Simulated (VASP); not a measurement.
# WC4 (Im-3m) in VASP: notebook

Runs on WC4. Level: PBE. Tasks: single point.

Program: VASP 6.6.1. These are calculated values, not measurements. Logs are shortened: lines on timing, memory, paths and dates and some standing lists are left out, and cuts for length are marked.

**1. The cell of the first run**

Symmetry: Im-3m, No. 229, cubic system. Conventional cell: a = 4.804 Å, b = 4.804 Å, c = 4.804 Å, α = 90.00°, β = 90.00°, γ = 90.00°. Within 2.8 Å of W (site symmetry m-3m) lie 8 C at 2.08 Å. C (site symmetry -3m) has 2 W at 2.08 Å and 6 C at 2.40 Å within 2.8 Å.

**2. Single point, PBE**

Input file INCAR:

```
ALGO     = Normal         # electronic algorithm
EDIFF    = 1E-6           # SCF threshold, eV
ENCUT    = 600            # plane-wave cutoff, eV
GGA      = PE             # functional
GGA_COMPAT= False        
ISIF     = 2              # what is computed and relaxed
ISMEAR   = 0              # smearing method
LASPH    = True           # aspherical terms in the spheres
LCHARG   = False          # write CHGCAR
LREAL    = False          # projectors in reciprocal space
LWAVE    = False          # write WAVECAR
NBANDS   = 23             # bands
NELM     = 120            # most SCF steps
PREC     = Accurate       # precision mode
SIGMA    = 0.2            # smearing width, eV
```

Input file KPOINTS:

```
k-points
0
Gamma
  4 4 4
```

Input file POSCAR:

```
WC4
1.0
   -2.4022101113      2.4022101113      2.4022101113
    2.4022101113     -2.4022101113      2.4022101113
    2.4022101113      2.4022101113     -2.4022101113
W C
1 4
Direct
    0.0000000000      0.0000000000      0.0000000000
    0.5000046421      0.5000046421      0.5000046421
    0.4999953579      0.0000000000      0.0000000000
    0.0000000000      0.0000000000      0.4999953579
    0.0000000000      0.4999953579      0.0000000000
```

Potentials or basis: VASP PAW PBE potentials, release 64 (W_sv, C).

On the command line:

```bash
$ cat potpaw_PBE.64/W_sv/POTCAR potpaw_PBE.64/C/POTCAR > POTCAR
$ mpirun -np 1 vasp_std > vasp.out
```

OUTCAR:

```text
EDIFF = 1E-6
   ENCUT = 600
   GGA = PE
   ISIF = 2
   ISMEAR = 0
   LASPH = True
   LREAL = False
   NELM = 120
   PREC = Accurate

 ion  position               nearest neighbor table
   1  0.000  0.000  0.000-   2 2.08   3 2.08   4 2.08   5 2.08   2 2.08   4 2.08   5 2.08   3 2.08

   2  0.500  0.500  0.500-   1 2.08   1 2.08
   3  0.500  0.000  0.000-   1 2.08   1 2.08
   4  0.000  0.000  0.500-   1 2.08   1 2.08
   5  0.000  0.500  0.000-   1 2.08   1 2.08

  LATTYP: Found a body centered cubic cell.
 ALAT       =     4.8044202226

  Lattice vectors:

 A1 = (  -2.4022101113,   2.4022101113,   2.4022101113)
 A2 = (   2.4022101113,  -2.4022101113,   2.4022101113)
 A3 = (   2.4022101113,   2.4022101113,  -2.4022101113)

Analysis of symmetry for initial positions (statically):
=====================================================================
 Subroutine PRICEL returns:
 Original cell was already a primitive cell.

 Routine SETGRP: Setting up the symmetry group for a
 body centered cubic supercell.

 Subroutine GETGRP returns: Found 48 space group operations
 (whereof 48 operations were pure point group operations)
 out of a pool of 48 trial point group operations.

The static configuration has the point symmetry O_h .

Analysis of symmetry for dynamics (positions and initial velocities):
=====================================================================
 Subroutine PRICEL returns:
 Original cell was already a primitive cell.

 Routine SETGRP: Setting up the symmetry group for a
 body centered cubic supercell.

 Subroutine GETGRP returns: Found 48 space group operations
 (whereof 48 operations were pure point group operations)
 out of a pool of 48 trial point group operations.

The dynamic configuration has the point symmetry O_h .

 Subroutine INISYM returns: Found 48 space group operations
 (whereof 48 operations are pure point group operations),
 and found     1 'primitive' translations

----------------------------------------------------------------------------------------

                                     Primitive cell

  volume of cell :      55.4489

  direct lattice vectors                    reciprocal lattice vectors
    -2.402210111  2.402210111  2.402210111     0.000000000  0.208141660  0.208141660
     2.402210111 -2.402210111  2.402210111     0.208141660  0.000000000  0.208141660
     2.402210111  2.402210111 -2.402210111     0.208141660  0.208141660  0.000000000

  length of vectors
     4.160749963  4.160749963  4.160749963     0.294356758  0.294356758  0.294356758

  position of ions in fractional coordinates (direct lattice)
     0.000000000  0.000000000  0.000000000
     0.500004642  0.500004642  0.500004642
     0.499995358  0.000000000  0.000000000
     0.000000000  0.000000000  0.499995358
     0.000000000  0.499995358  0.000000000

  ion indices of the primitive-cell ions
   primitive index   ion index
                 1           1
                 2           2
                 3           3
                 4           4
                 5           5

----------------------------------------------------------------------------------------

 KPOINTS: k-points

Automatic generation of k-mesh.
 Grid dimensions read from file:
 generate k-points for:    4    4    4

 Generating k-lattice:

  Cartesian coordinates                     Fractional coordinates (reciprocal lattice)
     0.000000000  0.052035415  0.052035415     0.250000000  0.000000000  0.000000000
     0.052035415  0.000000000  0.052035415     0.000000000  0.250000000  0.000000000
     0.052035415  0.052035415  0.000000000     0.000000000  0.000000000  0.250000000

  Length of vectors
     0.073589190  0.073589190  0.073589190

  Shift w.r.t. Gamma in fractional coordinates (k-lattice)
     0.000000000  0.000000000  0.000000000

 Subroutine IBZKPT returns following result:
 ===========================================

 Found      8 irreducible k-points:

 Following reciprocal coordinates:
            Coordinates               Weight
  0.000000  0.000000  0.000000      1.000000
  0.250000  0.000000  0.000000     12.000000
  0.500000  0.000000  0.000000      6.000000
  0.250000  0.250000  0.000000     24.000000
  0.250000  0.250000  0.250000      2.000000
 -0.250000  0.250000  0.250000      6.000000
  0.500000  0.500000  0.250000     12.000000
  0.500000  0.500000  0.500000      1.000000
   k-points           NKPTS =      8   k-points in BZ     NKDIM =      8   number of bands    NBANDS=     23
   number of dos      NEDOS =    301   number of ions     NIONS =      5
   total plane-waves  NPLWV =  46656
   dimension x,y,z NGX =    36 NGY =   36 NGZ =   36
   dimension x,y,z NGXF=    72 NGYF=   72 NGZF=   72
   ions per type =               1   4
   NGX,Y,Z   is equivalent  to a cutoff of  14.38, 14.38, 14.38 a.u.
   NGXF,Y,Z  is equivalent  to a cutoff of  28.77, 28.77, 28.77 a.u.
 SYSTEM =  unknown system
   PREC   = accura    normal or accurate (medium, high low for compatibility)
   ISTART =      0    job   : 0-new  1-cont  2-samecut
   ICHARG =      2    charge: 1-file 2-atom 10-const
   ISPIN  =      1    spin polarized calculation?
   LNONCOLLINEAR =      F non collinear calculations
   LSORBIT =      F    spin-orbit coupling
   LASPH  =      T    aspherical Exc in radial PAW
   ENCUT  =  600.0 eV  44.10 Ry    6.64 a.u.   8.31  8.31  8.31*2*pi/ulx,y,z
   NELM   =    120;   NELMIN=  2; NELMDL= -5     # of ELM steps
   EDIFF  = 0.1E-05   stopping-criterion for ELM
   LREAL  =      F    real-space projection
   EDIFFG = 0.1E-04   stopping-criterion for IOM
   NSW    =      0    number of steps for IOM
   IBRION =     -1    ionic relax: 0-MD 1-quasi-New 2-CG
   NFREE  =      0    steps in history (QN), initial steepest desc. (CG)
   ISIF   =      2    stress and relaxation
   ISYM   =      2    0-nonsym 1-usesym 2-fastsym
   POTIM  = 0.5000    time-step for ionic-motion
   TEBEG  =    0.0;   TEEND  =   0.0 temperature during run
   PSTRESS=    0.0 pullay stress
   NELECT =      30.0000    total number of electrons
   NUPDOWN=      -1.0000    fix difference up-down
   EMIN   =  10.00;   EMAX   =-10.00  energy-range for DOS
   EFERMI =   0.00;   METHOD = LEGACY
   ISMEAR =     0;   SIGMA  =   0.20  broadening in eV -4-tet -1-fermi 0-gaus
   EFERMI_NEDOS =   21; number of points for ismear=-14 and -15
   IALGO  =     38    algorithm
   IMIX   =      4    mixing-type and parameters
     AMIX     =   0.40;   BMIX     =  1.00
     AMIX_MAG =   1.60;   BMIX_MAG =  1.00
  volume/ion in A,a.u.               =      11.09        74.84
  Fermi-wavevector in a.u.,A,eV,Ry     =   1.333985  2.520866 24.211783  1.779516
  Thomas-Fermi vector in A             =   2.462801
   LORBIT       =      0    0 simple, 1 ext, 2 COOP (PROOUT), +10 PAW based schemes
   GGA     = PE    functional components
   LHFCALC =     F    Hartree Fock is set to
   AEXX    =    0.0000 exact exchange contribution
   IVDW    =     0    specifies the selected vdW correction
   LEPSILON=     F    determine dielectric tensor
   LRPA    =     F    only Hartree local field effects (RPA)
 non-spin polarized calculation
 Gauss-broadening in eV      SIGMA  =   0.20
  energy-cutoff  :      600.00
  volume of cell :       55.45
 maximum number of plane-waves:      1878
 NGX is ok and might be reduce to    36
   NGX = 17   NGY = 17   NGZ = 17

 number of electron      30.0000001 magnetization

 Free energy of the ion-electron system (eV)
  ---------------------------------------------------
  ext. energy  EPLUGINS =         0.00000000
  ---------------------------------------------------
  free energy    TOTEN  =       -37.45050031 eV

  energy without entropy =      -37.41288174  energy(sigma->0) =      -37.43169103

 E-fermi :   5.8774     XC(G=0): -11.4626

 val. band max:        5.7994253508   @ k =   0.2500   0.2500   0.2500
 cond. band min:       6.0427793132   @ k =   0.2500   0.2500   0.0000
 fundamental gap:      0.2433539624
 Fermi energy:         5.8773964976

 k-point     1 :       0.0000    0.0000    0.0000
  band No.  band energies     occupation
      1     -68.3721      2.00000
      2     -32.7419      2.00000
      3     -32.7419      2.00000
      4     -32.7419      2.00000
      5      -8.6143      2.00000
      6      -3.6875      2.00000
[... 15 lines left out ...]
     22      11.1480      0.00000
     23      11.1483      0.00000

 k-point     2 :       0.2500    0.0000    0.0000
  band No.  band energies     occupation
      1     -68.3721      2.00000
      2     -32.7482      2.00000
      3     -32.7438      2.00000
      4     -32.7410      2.00000
      5      -7.8971      2.00000
      6      -4.1889      2.00000
[... 15 lines left out ...]
     22      10.5952      0.00000
     23      10.9475      0.00000

 k-point     3 :       0.5000    0.0000    0.0000
  band No.  band energies     occupation
      1     -68.3721      2.00000
      2     -32.7545      2.00000
      3     -32.7457      2.00000
      4     -32.7401      2.00000
      5      -6.5854      2.00000
      6      -5.2792      2.00000
[... 15 lines left out ...]
     22       9.7285      0.00000
     23      10.8350      0.00000

 k-point     4 :       0.2500    0.2500    0.0000
  band No.  band energies     occupation
      1     -68.3721      2.00000
      2     -32.7520      2.00000
      3     -32.7465      2.00000
      4     -32.7418      2.00000
      5      -6.6691      2.00000
      6      -4.6875      2.00000
[... 15 lines left out ...]
     22       9.9789      0.00000
     23      11.4694      0.00000

 k-point     5 :       0.2500    0.2500    0.2500
  band No.  band energies     occupation
      1     -68.3721      2.00000
      2     -32.7471      2.00000
      3     -32.7471      2.00000
      4     -32.7471      2.00000
      5      -5.3989      2.00000
      6      -4.9804      2.00000
[... 15 lines left out ...]
     22      10.5437      0.00000
     23      13.9982      0.00000

 k-point     6 :      -0.2500    0.2500    0.2500
  band No.  band energies     occupation
      1     -68.3721      2.00000
      2     -32.7475      2.00000
      3     -32.7459      2.00000
      4     -32.7459      2.00000
      5      -7.1703      2.00000
      6      -4.2045      2.00000
[... 15 lines left out ...]
     22      10.6347      0.00000
     23      14.0705      0.00000

 k-point     7 :       0.5000    0.5000    0.2500
  band No.  band energies     occupation
      1     -68.3721      2.00000
      2     -32.7523      2.00000
      3     -32.7479      2.00000
      4     -32.7452      2.00000
      5      -5.7729      2.00000
      6      -4.9058      2.00000
[... 15 lines left out ...]
     22       9.8254      0.00000
     23      14.3607      0.00000

 k-point     8 :       0.5000    0.5000    0.5000
  band No.  band energies     occupation
      1     -68.3721      2.00000
      2     -32.7502      2.00000
      3     -32.7502      2.00000
      4     -32.7502      2.00000
      5      -4.3454      2.00000
      6      -4.3454      2.00000
[... 15 lines left out ...]
     22      10.1726      0.00000
     23      17.5097      0.00000

------------------------ aborting loop because EDIFF is reached ----------------------------------------

  FORCE on cell =-STRESS in cart. coord.  units (eV):
  Direction    XX          YY          ZZ          XY          YZ          ZX
  --------------------------------------------------------------------------------------
  -------------------------------------------------------------------------------------
  Total        0.1084249      0.1084249      0.1084249      0.0000000     -0.0000000      0.0000000
  in kB        3.1329009      3.1329009      3.1329009      0.0000000     -0.0000000      0.0000000
  external PRESSURE =       3.1329009 kB  Pullay stress =       0.0000000 kB

 VOLUME and BASIS-vectors are now :
 -----------------------------------------------------------------------------
  energy-cutoff  :      600.00
  volume of cell :       55.45
      direct lattice vectors                 reciprocal lattice vectors
    -2.402210111  2.402210111  2.402210111     0.000000000  0.208141660  0.208141660
     2.402210111 -2.402210111  2.402210111     0.208141660  0.000000000  0.208141660
     2.402210111  2.402210111 -2.402210111     0.208141660  0.208141660  0.000000000

 POSITION                                       TOTAL-FORCE (eV/Angst)
 -----------------------------------------------------------------------------------
      0.00000      0.00000      0.00000        -0.000000      0.000000     -0.000000
      1.20112      1.20112      1.20112         0.000000      0.000000      0.000000
     -1.20109      1.20109      1.20109        -0.000000     -0.000000     -0.000000
      1.20109      1.20109     -1.20109        -0.000000      0.000000     -0.000000
      1.20109     -1.20109      1.20109        -0.000000      0.000000     -0.000000
 -----------------------------------------------------------------------------------
    total drift:                                0.000000      0.000000      0.000000

  FREE ENERGIE OF THE ION-ELECTRON SYSTEM (eV)
  ---------------------------------------------------
  free  energy   TOTEN  =       -37.4505003142 eV

  energy  without entropy=      -37.4128817388  energy(sigma->0) =      -37.43169103
```

It took 12 s on 1 thread of Intel Xeon Platinum 8559C (Emerald Rapids), shared host; peak memory 0.19 GiB.

What came out:

```yaml
Free_energy: -37.4505 eV
Pressure: 0.3 GPa
Band_gap_on_the_k_mesh: zero (band 15 reaches 7.96 eV, above the bottom of band 16 at 5.05 eV)
```

Caveat: the k points lie up to 0.46 Å⁻¹ apart; spin-orbit coupling is left out, which moves the levels of the heavy elements.

**3. Single point, PBE**

This run uses another cell than the first one, of 11.16 Å³/atom, 1.006 times its volume.

Input file INCAR:

```
PREC     = Accurate       # precision mode
ENCUT    = 600            # plane-wave cutoff, eV
EDIFF    = 1E-6           # SCF threshold, eV
ISMEAR   = 0              # smearing method
SIGMA    = 0.2            # smearing width, eV
LREAL    = F              # projectors in reciprocal space
LASPH    = T              # aspherical terms in the spheres
NELM     = 120            # most SCF steps
ALGO     = Normal         # electronic algorithm
ISIF     = 2              # what is computed and relaxed
LWAVE    = F              # write WAVECAR
LCHARG   = T              # write CHGCAR
GGA      = PE             # functional
LELF     = T              # ELF
LVHAR    = T            
NBANDS   = 23             # bands
GGA_COMPAT= F
```

Input file KPOINTS:

```
Automatic mesh
0
Gamma
  5 5 5
```

Input file POSCAR:

```
WC4
1.0
   -2.4070421184      2.4070421184      2.4070421184
    2.4070421184     -2.4070421184      2.4070421184
    2.4070421184      2.4070421184     -2.4070421184
W C
1 4
Direct
    0.0000000000      0.0000000000      0.0000000000
    0.5000000000      0.5000000000      0.5000000000
    0.5000000000      0.0000000000      0.0000000000
    0.0000000000      0.0000000000      0.5000000000
    0.0000000000      0.5000000000      0.0000000000
```

Potentials or basis: VASP PAW PBE potentials, release 64 (W_sv, C).

On the command line:

```bash
$ cat potpaw_PBE.64/W_sv/POTCAR potpaw_PBE.64/C/POTCAR > POTCAR
$ mpirun -np 1 vasp_std > vasp.out
```

OUTCAR:

```text
PREC = Accurate
   ENCUT = 600
   EDIFF = 1E-6
   ISMEAR = 0
   LREAL = F
   LASPH = T
   NELM = 120
   ISIF = 2
   GGA = PE

 ion  position               nearest neighbor table
   1  0.000  0.000  0.000-   2 2.08   3 2.08   4 2.08   5 2.08   4 2.08   5 2.08   3 2.08   2 2.08

   2  0.500  0.500  0.500-   1 2.08   1 2.08
   3  0.500  0.000  0.000-   1 2.08   1 2.08
   4  0.000  0.000  0.500-   1 2.08   1 2.08
[... 447 lines left out ...]
  Direction    XX          YY          ZZ          XY          YZ          ZX
  --------------------------------------------------------------------------------------
  -------------------------------------------------------------------------------------
  Total        0.1161764      0.1161764      0.1161764     -0.0000000      0.0000000     -0.0000000
  in kB        3.3367019      3.3367019      3.3367019     -0.0000000      0.0000000     -0.0000000
  external PRESSURE =       3.3367019 kB  Pullay stress =       0.0000000 kB

 VOLUME and BASIS-vectors are now :
 -----------------------------------------------------------------------------
  energy-cutoff  :      600.00
  volume of cell :       55.78
      direct lattice vectors                 reciprocal lattice vectors
    -2.407042118  2.407042118  2.407042118     0.000000000  0.207723827  0.207723827
     2.407042118 -2.407042118  2.407042118     0.207723827  0.000000000  0.207723827
     2.407042118  2.407042118 -2.407042118     0.207723827  0.207723827  0.000000000

 POSITION                                       TOTAL-FORCE (eV/Angst)
 -----------------------------------------------------------------------------------
      0.00000      0.00000      0.00000         0.000000     -0.000000      0.000000
      1.20352      1.20352      1.20352        -0.000000      0.000000      0.000000
     -1.20352      1.20352      1.20352         0.000000      0.000000      0.000000
      1.20352      1.20352     -1.20352        -0.000000      0.000000     -0.000000
      1.20352     -1.20352      1.20352         0.000000     -0.000000     -0.000000
 -----------------------------------------------------------------------------------
    total drift:                               -0.000000     -0.000000     -0.000000

  FREE ENERGIE OF THE ION-ELECTRON SYSTEM (eV)
  ---------------------------------------------------
  free  energy   TOTEN  =       -37.2657087380 eV

  energy  without entropy=      -37.1886138964  energy(sigma->0) =      -37.22716132
```

OSZICAR:

```text
N       E                     dE             d eps       ncg     rms          rms(c)
DAV:   1     0.216730506942E+03    0.21673E+03   -0.16079E+04   460   0.145E+03
DAV:   2    -0.255625914170E+02   -0.24229E+03   -0.23164E+03   545   0.371E+02
DAV:   3    -0.389815133917E+02   -0.13419E+02   -0.12781E+02   572   0.769E+01
DAV:   4    -0.392729899032E+02   -0.29148E+00   -0.29047E+00   509   0.121E+01
DAV:   5    -0.392775693214E+02   -0.45794E-02   -0.45787E-02   589   0.153E+00    0.400E+01
DAV:   6    -0.375110765272E+02    0.17665E+01   -0.66710E+00   527   0.196E+01    0.134E+01
DAV:   7    -0.373231743357E+02    0.18790E+00   -0.75962E-01   504   0.603E+00    0.886E+00
DAV:   8    -0.372654618296E+02    0.57713E-01   -0.11993E-01   532   0.293E+00    0.399E-01
DAV:   9    -0.372655889618E+02   -0.12713E-03   -0.64499E-03   523   0.554E-01    0.144E-01
DAV:  10    -0.372656960133E+02   -0.10705E-03   -0.74915E-04   538   0.188E-01    0.278E-02
DAV:  11    -0.372657074592E+02   -0.11446E-04   -0.83822E-05   532   0.596E-02    0.226E-02
DAV:  12    -0.372657092114E+02   -0.17522E-05   -0.12110E-05   545   0.282E-02    0.611E-03
DAV:  13    -0.372657087380E+02    0.47338E-06   -0.13651E-06   314   0.106E-02
   1 F= -.37265709E+02 E0= -.37227161E+02  d E =-.770948E-01
```

Wall time 14 s (1 thread of Intel Xeon Platinum 8559C (Emerald Rapids), shared host); peak memory 0.19 GiB.

What came out:

```
Free energy            : -37.2657 eV
Pressure               : 0.3 GPa
Band gap on the k mesh : zero (band 15 reaches 7.40 eV, above the bottom of band 16 at 5.00 eV)
```

Levels at points of the mesh, in eV from the Fermi level:
```csv
k point,band 11,band 12,band 13,band 14,band 15,band 16,band 17,band 18,band 19,band 20
"(0.00, 0.00, 0.00)",-3.20,-3.05,-3.05,-3.05,-0.79,-0.79,2.75,2.75,2.75,3.06
```

Caveat: the k points lie up to 0.37 Å⁻¹ apart; spin-orbit coupling is left out, which moves the levels of the heavy elements.
